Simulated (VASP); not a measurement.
Here is a VASP 6.6.1 calculation.

INCAR

```
ALGO = Normal ; EDIFF = 1E-6
ENCUT = 600 ; GGA = PE
GGA_COMPAT = F ; ISIF = 2
ISMEAR = -1 ; ISPIN = 2
KPAR = 4 ; LASPH = T
LCHARG = F ; LMAXMIX = 4
LORBIT = 11 ; LREAL = F
LWAVE = F ; MAGMOM = 2 2 2 2 0 0 0 0 0 0
NBANDS = 59 ; NELM = 200
PREC = Accurate ; SIGMA = 0.05
```

The input KPOINTS:

```
k-points
0
Gamma
  9 9 9
```

The input POSCAR:

```
V2O3
1.0
    2.4709073542      1.4265790261      4.7100648156
   -2.4709073542      1.4265790261      4.7100648156
    0.0000000000     -2.8531580522      4.7100648156
V O
4 6
Direct
    0.3413243797      0.3413243797      0.3413243797
    0.1586756203      0.1586756203      0.1586756203
    0.6586756203      0.6586756203      0.6586756203
    0.8413243797      0.8413243797      0.8413243797
    0.9274316131      0.2500000000      0.5725683869
    0.5725683869      0.9274316131      0.2500000000
    0.2500000000      0.5725683869      0.9274316131
    0.0725683869      0.7500000000      0.4274316131
    0.4274316131      0.0725683869      0.7500000000
    0.7500000000      0.4274316131      0.0725683869
```

Potentials or basis: VASP PAW PBE potentials, release 64 (V_sv, O).

Launch:

```console
$ cat potpaw_PBE.64/V_sv/POTCAR potpaw_PBE.64/O/POTCAR > POTCAR
$ mpirun -np 4 vasp_std > vasp.out
```

Problem. What does it give for the largest force?

Solution. 0.009 eV/Å.

Problem. Predict the pressure.

Solution. -3.8 GPa.

Problem. Predict the net moment.

Solution. 4.57 μB per cell.

Forces on the atoms (eV/Å):
```
V    0.000  0.000  0.005
V    0.000  0.000 -0.005
V    0.000  0.000 -0.005
V    0.000  0.000  0.005
O   -0.004 -0.008  0.000
O    0.009  0.000  0.000
O   -0.004  0.008  0.000
O    0.004  0.008  0.000
O   -0.009  0.000  0.000
O    0.004 -0.008  0.000
```

Caveat: the cell differs from its parent crystal (z stretched by +1 %, then relaxed in part); the cell stands under tension.
